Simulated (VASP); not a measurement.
Runs of VASP 6.6.1 on ScSi2. The structure is that of space group P-3m1 (No. 164), or close to it. The cells are those of the table. 

```csv
task,spin,cell,k mesh,cutoff (eV),gap on the mesh (eV),pressure (GPa),largest force (eV/Å)
single point,off,"a = 3.417, b = 3.417, c = 6.413 Å, angles 90.0, 90.0, 120.0°, 3 atoms",6 × 6 × 4,520,none,-11.1,0.28
single point,off,"a = 3.092, b = 3.092, c = 6.315 Å, angles 90.0, 90.0, 120.0°, 3 atoms",6 × 6 × 4,520,none,0.0,0.01
single point,off,"a = 3.048, b = 3.048, c = 6.417 Å, angles 90.0, 90.0, 120.0°, 3 atoms",18 × 18 × 8,520,none,0.1,0.01
relaxation of cell and atoms,off,"relaxed from a = 3.417, b = 3.417, c = 6.413 Å, angles 90.0, 90.0, 120.0°, 3 atoms",6 × 6 × 4,600,none,0.2,0.01
single point,"collinear, ferromagnetic start","a = 3.092, b = 3.092, c = 6.315 Å, angles 90.0, 90.0, 120.0°, 3 atoms",6 × 6 × 4,520,none,0.0,(a)
```

Alike in all rows: level PBE; potentials or basis VASP PAW PBE potentials, release 64 (Sc_sv, Si); smearing gaussian 0.1 eV.

Problem. Fill in the values left out.

Solution. (a) 0.10.

Caveats: some runs use coarse meshes.

A gap of «none» marks levels without a gap at the run's occupations.
